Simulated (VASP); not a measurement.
# C (P-1) in VASP: further runs

Runs on C. Level: PBE+D3(BJ). Tasks: single point.

Program: VASP 6.6.1. These are calculated values, not measurements. Logs are shortened: lines on timing, memory, paths and dates and some standing lists are left out, and cuts for length are marked.

### 1 The cell of the first run

The typed cell holds 10 atoms: a = 3.650 Å, b = 2.465 Å, c = 12.130 Å, α = 99.75°, β = 81.81°, γ = 90.00°.

### 2 Single point, PBE+D3(BJ) (the part above a cut slid along it)

The input, INCAR:

```
PREC     = Accurate       # precision mode
ENCUT    = 520            # plane-wave cutoff, eV
EDIFF    = 1E-7           # SCF threshold, eV
ISMEAR   = 0              # smearing method
SIGMA    = 0.05           # smearing width, eV
LREAL    = F              # projectors in reciprocal space
LASPH    = T              # aspherical terms in the spheres
NELM     = 80             # most SCF steps
ALGO     = Normal         # electronic algorithm
ISIF     = 2              # what is computed and relaxed
LWAVE    = F              # write WAVECAR
LCHARG   = F              # write CHGCAR
GGA      = PE             # functional
IVDW     = 12             # dispersion correction
NBANDS   = 31             # bands
```

The input, KPOINTS:

```
regular mesh
0
Gamma
  7 11 3
```

The input, POSCAR:

```
C
1.0
    0.0000000000      1.4231666446     -3.3613878322
   -2.4649969361      0.0000000000      0.0000000000
    2.0541641134     11.5667018302      3.0206889654
C
10
Direct
    0.3473367003      0.2000929300      0.7201115161
    0.7499723743      0.6461428213      0.0553713855
    0.8993134558      0.2846303485      0.2215564182
    0.0486545373      0.9231178757      0.3877414508
    0.1979956188      0.5616054029      0.5539264834
    0.7993687073      0.1923447059      0.1108136471
   -0.0512902112      0.8308322331      0.2769986797
    0.0980508703      0.4693197603      0.4431837123
    0.2473919518      1.1078072875      0.6093687450
    0.3967330333      0.7462948147      0.7755537776
```

Potentials or basis: VASP PAW PBE potentials, release 64 (C).

Launch:

```sh
$ cat potpaw_PBE.64/C/POTCAR > POTCAR
$ mpirun -np 1 vasp_std > vasp.out
```

OUTCAR:

```text
PREC = Accurate
   ENCUT = 520
   EDIFF = 1E-7
   ISMEAR = 0
   LREAL = F
   LASPH = T
   NELM = 80
   ISIF = 2
   GGA = PE
   IVDW = 12
 IVDW          = 12

 ion  position               nearest neighbor table
   1  0.347  0.200  0.720-  10 1.42  10 1.42   9 1.42
   2  0.750  0.646  0.055-   6 1.42   6 1.42
   3  0.899  0.285  0.222-   7 1.42   7 1.42   6 1.42
   4  0.049  0.923  0.388-   8 1.42   8 1.42   7 1.42
   5  0.198  0.562  0.554-   9 1.42   9 1.42   8 1.42
   6  0.799  0.192  0.111-   2 1.42   2 1.42   3 1.42
   7  0.949  0.831  0.277-   3 1.42   3 1.42   4 1.42
   8  0.098  0.469  0.443-   4 1.42   4 1.42   5 1.42
   9  0.247  0.108  0.609-   5 1.42   5 1.42   1 1.42
  10  0.397  0.746  0.776-   1 1.42   1 1.42

  LATTYP: Found a triclinic cell.
 ALAT       =     2.4649969361
 B/A-ratio  =     1.7868600557
 C/A-ratio  =     4.9997919670
 COS(alpha) =     0.0013303482
 COS(beta)  =     0.2333430419
 COS(gamma) =     0.5596409169

  Lattice vectors:

 A1 = (   2.4649969361,   0.0000000000,   0.0000000000)
 A2 = (   2.4649969361,  -1.4231666446,   3.3613878322)
 A3 = (   2.8758297588, -10.1435351856,  -6.3820767976)

Analysis of symmetry for initial positions (statically):
=====================================================================
 Subroutine PRICEL returns:
 Original cell was already a primitive cell.

 Routine SETGRP: Setting up the symmetry group for a
 triclinic supercell.

 Subroutine GETGRP returns: Found  2 space group operations
 (whereof  1 operations were pure point group operations)
 out of a pool of  2 trial point group operations.

The static configuration has the point symmetry C_1 .
 The point group associated with its full space group is S_2 .

Analysis of symmetry for dynamics (positions and initial velocities):
=====================================================================
 Subroutine PRICEL returns:
 Original cell was already a primitive cell.

 Routine SETGRP: Setting up the symmetry group for a
 triclinic supercell.

 Subroutine GETGRP returns: Found  2 space group operations
 (whereof  1 operations were pure point group operations)
 out of a pool of  2 trial point group operations.

The dynamic configuration has the point symmetry C_1 .
 The point group associated with its full space group is S_2 .

 Subroutine INISYM returns: Found  2 space group operations
 (whereof  1 operations are pure point group operations),
 and found     1 'primitive' translations

----------------------------------------------------------------------------------------

                                     Primitive cell

  volume of cell :     106.4364

  direct lattice vectors                    reciprocal lattice vectors
     0.000000000  1.423166645 -3.361387832     0.000000000  0.069957177 -0.267877235
    -2.464996936  0.000000000  0.000000000    -0.405680017  0.064872950  0.027466339
     2.054164113 11.566701830  3.020688965     0.000000000  0.077847540  0.032959607

  length of vectors
     3.650250876  2.464996936 12.129828657     0.276861373  0.411751352  0.084537418

  position of ions in fractional coordinates (direct lattice)
     0.347336700  0.200092930  0.720111516
     0.749972374  0.646142821  0.055371386
     0.899313456  0.284630349  0.221556418
     0.048654537  0.923117876  0.387741451
     0.197995619  0.561605403  0.553926483
     0.799368707  0.192344706  0.110813647
     0.948709789  0.830832233  0.276998680
     0.098050870  0.469319760  0.443183712
     0.247391952  0.107807288  0.609368745
     0.396733033  0.746294815  0.775553778

  ion indices of the primitive-cell ions
   primitive index   ion index
                 1           1
                 2           2
                 3           3
                 4           4
                 5           5
                 6           6
                 7           7
                 8           8
                 9           9
                10          10

----------------------------------------------------------------------------------------

 KPOINTS: regular mesh

Automatic generation of k-mesh.
 Grid dimensions read from file:
 generate k-points for:    7   11    3

 Generating k-lattice:

  Cartesian coordinates                     Fractional coordinates (reciprocal lattice)
     0.000000000  0.009993882 -0.038268176     0.142857143  0.000000000  0.000000000
    -0.036880002  0.005897541  0.002496940     0.000000000  0.090909091 -0.000000000
     0.000000000  0.025949180  0.010986536     0.000000000  0.000000000  0.333333333

  Length of vectors
     0.039551625  0.037431941  0.028179139

  Shift w.r.t. Gamma in fractional coordinates (k-lattice)
     0.000000000  0.000000000  0.000000000

 Subroutine IBZKPT returns following result:
 ===========================================

 Found    116 irreducible k-points:

 Following reciprocal coordinates:
            Coordinates               Weight
  0.000000  0.000000  0.000000      1.000000
  0.142857  0.000000  0.000000      2.000000
  0.285714  0.000000  0.000000      2.000000
  0.428571  0.000000  0.000000      2.000000
 -0.000000  0.090909 -0.000000      2.000000
  0.142857  0.090909  0.000000      2.000000
[... 16 lines left out ...]
 -0.428571  0.272727 -0.000000      2.000000
 -0.285714  0.272727 -0.000000      2.000000
 [... further k-points ...]
   k-points           NKPTS =    116   k-points in BZ     NKDIM =    116   number of bands    NBANDS=     31
   number of dos      NEDOS =    301   number of ions     NIONS =     10
   total plane-waves  NPLWV =  45360
   dimension x,y,z NGX =    28 NGY =   18 NGZ =   90
   dimension x,y,z NGXF=    56 NGYF=   36 NGZF=  180
   ions per type =              10
   NGX,Y,Z   is equivalent  to a cutoff of  12.75, 12.14, 12.33 a.u.
   NGXF,Y,Z  is equivalent  to a cutoff of  25.50, 24.28, 24.67 a.u.
 SYSTEM =  unknown system
   PREC   = accura    normal or accurate (medium, high low for compatibility)
   ISTART =      0    job   : 0-new  1-cont  2-samecut
   ICHARG =      2    charge: 1-file 2-atom 10-const
   ISPIN  =      1    spin polarized calculation?
   LNONCOLLINEAR =      F non collinear calculations
   LSORBIT =      F    spin-orbit coupling
   LASPH  =      T    aspherical Exc in radial PAW
   ENCUT  =  520.0 eV  38.22 Ry    6.18 a.u.   6.79  4.58 22.55*2*pi/ulx,y,z
   NELM   =     80;   NELMIN=  2; NELMDL= -5     # of ELM steps
   EDIFF  = 0.1E-06   stopping-criterion for ELM
   LREAL  =      F    real-space projection
   EDIFFG = 0.1E-05   stopping-criterion for IOM
   NSW    =      0    number of steps for IOM
   IBRION =     -1    ionic relax: 0-MD 1-quasi-New 2-CG
   NFREE  =      0    steps in history (QN), initial steepest desc. (CG)
   ISIF   =      2    stress and relaxation
   ISYM   =      2    0-nonsym 1-usesym 2-fastsym
   POTIM  = 0.5000    time-step for ionic-motion
   TEBEG  =    0.0;   TEEND  =   0.0 temperature during run
   PSTRESS=    0.0 pullay stress
   NELECT =      40.0000    total number of electrons
   NUPDOWN=      -1.0000    fix difference up-down
   EMIN   =  10.00;   EMAX   =-10.00  energy-range for DOS
   EFERMI =   0.00;   METHOD = LEGACY
   ISMEAR =     0;   SIGMA  =   0.05  broadening in eV -4-tet -1-fermi 0-gaus
   EFERMI_NEDOS =   21; number of points for ismear=-14 and -15
   IALGO  =     38    algorithm
   IMIX   =      4    mixing-type and parameters
     AMIX     =   0.40;   BMIX     =  1.00
     AMIX_MAG =   1.60;   BMIX_MAG =  1.00
  volume/ion in A,a.u.               =      10.64        71.83
  Fermi-wavevector in a.u.,A,eV,Ry     =   1.181403  2.232528 18.989834  1.395713
  Thomas-Fermi vector in A             =   2.317677
   LORBIT       =      0    0 simple, 1 ext, 2 COOP (PROOUT), +10 PAW based schemes
   GGA     = PE    functional components
   LHFCALC =     F    Hartree Fock is set to
   AEXX    =    0.0000 exact exchange contribution
   IVDW    =    12    specifies the selected vdW correction
   LEPSILON=     F    determine dielectric tensor
   LRPA    =     F    only Hartree local field effects (RPA)
 non-spin polarized calculation
 Gauss-broadening in eV      SIGMA  =   0.05
  energy-cutoff  :      520.00
  volume of cell :      106.44
 maximum number of plane-waves:      2899
   NGX = 13   NGY =  9   NGZ = 45

 number of electron      40.0000003 magnetization

 Free energy of the ion-electron system (eV)
  ---------------------------------------------------
  ext. energy  EPLUGINS =         0.00000000
  ---------------------------------------------------
  free energy    TOTEN  =       -85.69923964 eV

  energy without entropy =      -85.69714617  energy(sigma->0) =      -85.69819291

 E-fermi :   2.4277     XC(G=0):  -9.3620

 val. band max:        2.4036335724   @ k =  -0.4286   0.0000   0.3333
 cond. band min:       2.4290284477   @ k =   0.0000   0.3636   0.3333
 fundamental gap:      0.0253948753
 Fermi energy:         2.4277108223

 k-point     1 :       0.0000    0.0000    0.0000
  band No.  band energies     occupation
      1     -16.8785      2.00000
      2     -16.0990      2.00000
      3     -14.9493      2.00000
      4     -13.4376      2.00000
      5     -11.9523      2.00000
      6      -9.1018      2.00000
[... 23 lines left out ...]
     30      10.8157      0.00000
     31      11.4914      0.00000

 k-point     2 :       0.1429    0.0000    0.0000
  band No.  band energies     occupation
      1     -16.8314      2.00000
      2     -16.0616      2.00000
      3     -14.9248      2.00000
      4     -13.4290      2.00000
      5     -11.9586      2.00000
      6      -9.1188      2.00000
[... 23 lines left out ...]
     30      10.8527      0.00000
     31      11.3685      0.00000

 k-point     3 :       0.2857    0.0000    0.0000
  band No.  band energies     occupation
      1     -16.7193      2.00000
      2     -15.9752      2.00000
      3     -14.8711      2.00000
      4     -13.4135      2.00000
      5     -11.9753      2.00000
      6      -9.1593      2.00000
[... 23 lines left out ...]
     30      11.3653      0.00000
     31      11.6703      0.00000

 k-point     4 :       0.4286    0.0000    0.0000
  band No.  band energies     occupation
      1     -16.6222      2.00000
      2     -15.9040      2.00000
      3     -14.8300      2.00000
      4     -13.4053      2.00000
      5     -11.9911      2.00000
      6      -9.1939      2.00000
[... 23 lines left out ...]
     30      11.8775      0.00000
     31      12.2228      0.00000

 k-point     5 :      -0.0000    0.0909   -0.0000
  band No.  band energies     occupation
      1     -16.7310      2.00000
      2     -15.9532      2.00000
      3     -14.8057      2.00000
      4     -13.3006      2.00000
      5     -11.8225      2.00000
      6      -8.9978      2.00000
[... 23 lines left out ...]
     30      11.2400      0.00000
     31      11.5630      0.00000
[... 542 lines left out ...]
     30      11.9862      0.00000
     31      12.8302      0.00000

 k-point    22 :       0.4286    0.2727   -0.0000
  band No.  band energies     occupation
      1     -15.3250      2.00000
      2     -14.6170      2.00000
      3     -13.5625      2.00000
      4     -12.1867      2.00000
      5     -10.8316      2.00000
      6      -8.6725      2.00000
[... 23 lines left out ...]
     30      12.6827      0.00000
     31      12.9114      0.00000

 k-point    23 :      -0.4286    0.2727   -0.0000
  band No.  band energies     occupation
      1     -15.3251      2.00000
      2     -14.6168      2.00000
      3     -13.5633      2.00000
      4     -12.1845      2.00000
      5     -10.8345      2.00000
      6      -8.6695      2.00000
[... 23 lines left out ...]
     30      12.7594      0.00000
     31      12.9697      0.00000

 k-point    24 :      -0.2857    0.2727   -0.0000
  band No.  band energies     occupation
      1     -15.4140      2.00000
      2     -14.6823      2.00000
      3     -13.6008      2.00000
      4     -12.1938      2.00000
      5     -10.8192      2.00000
      6      -8.6750      2.00000
[... 23 lines left out ...]
     30      11.7012      0.00000
     31      11.9718      0.00000

 [... further k-points ...]

------------------------ aborting loop because EDIFF is reached ----------------------------------------

 Edisp (eV)   -1.39275

 E8    (eV) :    -0.3961

  FORCE on cell =-STRESS in cart. coord.  units (eV):
  Direction    XX          YY          ZZ          XY          YZ          ZX
  --------------------------------------------------------------------------------------
  -------------------------------------------------------------------------------------
  Total      -0.69833    -1.24828    -0.23684    -0.08514    -0.00441    -0.01697
  in kB     -10.51194   -18.79021    -3.56515    -1.28161    -0.06639    -0.25539
  external pressure =      -10.96 kB  Pullay stress =        0.00 kB

 VOLUME and BASIS-vectors are now :
 -----------------------------------------------------------------------------
  energy-cutoff  :      520.00
  volume of cell :      106.44
      direct lattice vectors                 reciprocal lattice vectors
     0.000000000  1.423166645 -3.361387832     0.000000000  0.069957177 -0.267877235
    -2.464996936  0.000000000  0.000000000    -0.405680017  0.064872950  0.027466339
     2.054164113 11.566701830  3.020688965     0.000000000  0.077847540  0.032959607

 POSITION                                       TOTAL-FORCE (eV/Angst)
 -----------------------------------------------------------------------------------
      0.98600      8.82363      1.00770        -0.006841      2.396618      0.087656
     -1.47900      1.70780     -2.35369        -0.028351      1.093046      0.041664
     -0.24650      3.84255     -2.35369        -0.002673      0.719253      0.024914
     -1.47900      4.55413      1.00770         0.000054      0.082757      0.011968
     -0.24650      6.68888      1.00770        -0.000149      0.079036      0.011185
     -0.24650      2.41938     -2.35225         0.006841     -2.396618     -0.087656
     -1.47900      4.55413     -2.35225         0.000149     -0.079036     -0.011185
     -0.24650      5.26572      1.00913        -0.000054     -0.082757     -0.011968
      0.98600      7.40047      1.00913         0.002673     -0.719253     -0.024914
     -0.24650      9.53522      1.00913         0.028351     -1.093046     -0.041664
 -----------------------------------------------------------------------------------
    total drift:                                0.000012      0.000080      0.000039

  FREE ENERGIE OF THE ION-ELECTRON SYSTEM (eV)
  ---------------------------------------------------
  free  energy   TOTEN  =       -87.0919927590 eV

  energy  without entropy=      -87.0898992905  energy(sigma->0) =      -87.09094602
```

Run time: 4.4 min. Hardware: 1 thread of Intel Xeon Platinum 8488C (Sapphire Rapids), shared host; peak memory 0.37 GiB.

Results:

```yaml
Free_energy: -87.0920 eV
Pressure: -1.1 GPa
Largest_force: 2.398 eV/Å
Dispersion_energy_per_atom: -0.139 eV
```

Forces on the atoms (eV/Å):
```
C   -0.007  2.397  0.088
C   -0.028  1.093  0.042
C   -0.003  0.719  0.025
C    0.000  0.083  0.012
C    0.000  0.079  0.011
C    0.007 -2.397 -0.088
C    0.000 -0.079 -0.011
C    0.000 -0.083 -0.012
C    0.003 -0.719 -0.025
C    0.028 -1.093 -0.042
```

Caveat: the cell differs from its parent crystal (the part above a cut slid along it); forces of over 1 eV/Å act on the atoms, so gaps and moduli don't describe the material at rest.

### 3 Single point, PBE+D3(BJ) (the part above a cut slid along it)

The input, INCAR:

```
ALGO = Normal
EDIFF = 1E-7
ENCUT = 520
GGA = PE
ISIF = 2
ISMEAR = 0
IVDW = 12
LASPH = T
LCHARG = F
LREAL = F
LWAVE = F
NBANDS = 31
NELM = 80
PREC = Accurate
SIGMA = 0.05
```

The input, KPOINTS:

```
k-points
0
Gamma
  7 11 3
```

The input, POSCAR:

```
C
1.0
    0.0000000000      1.4231666446     -3.3613878322
   -2.4649969361      0.0000000000      0.0000000000
    1.6433312908      9.2115181671      2.6841919652
C
10
Direct
    0.4140430678      0.1959481571      0.8939222356
    0.7551016131      0.6458241181      0.0687361772
    0.9198369768      0.2833551279      0.2750326918
    0.0845723405      0.9208861376      0.4813292064
    0.2493077042      0.5584171473      0.6876257210
    0.8096337505      0.1917068916      0.1375603374
   -0.0256308858      0.8292379014      0.3438568521
    0.1391044779      0.4667689111      0.5501533667
    0.3038398415      1.1042999209      0.7564498813
    0.4685752052      0.7418309306      0.9627463959
```

Potentials or basis: VASP PAW PBE potentials, release 64 (C).

Launch:

```sh
$ cat potpaw_PBE.64/C/POTCAR > POTCAR
$ mpirun -np 1 vasp_std > vasp.out
```

It took 4.6 min on 1 thread of Intel Xeon 8259CL, shared host; peak memory 0.32 GiB.

The run converged. Its results:

```yaml
Free_energy: -91.8166 eV
Pressure: -0.3 GPa
Largest_force: 5.576 eV/Å
Dispersion_energy_per_atom: -0.162 eV
```

Forces in eV/Å, atoms in the order of the input:
```
C   -0.244 -0.204  0.190
C   -3.984 -1.092  3.745
C   -0.428  0.105 -0.543
C   -0.043  0.013  0.065
C   -0.033  0.005 -0.018
C    0.244  0.204 -0.190
C    0.033 -0.005  0.018
C    0.043 -0.013 -0.065
C    0.428 -0.105  0.543
C    3.984  1.092 -3.745
```

Stress tensor (GPa, compression positive):
```
 -0.68 -13.68   4.69
-13.68  -0.31   2.44
  4.69   2.44   0.10
```

Caveat: the cell differs from its parent crystal (the part above a cut slid along it); forces of over 1 eV/Å act on the atoms, so gaps and moduli don't describe the material at rest.
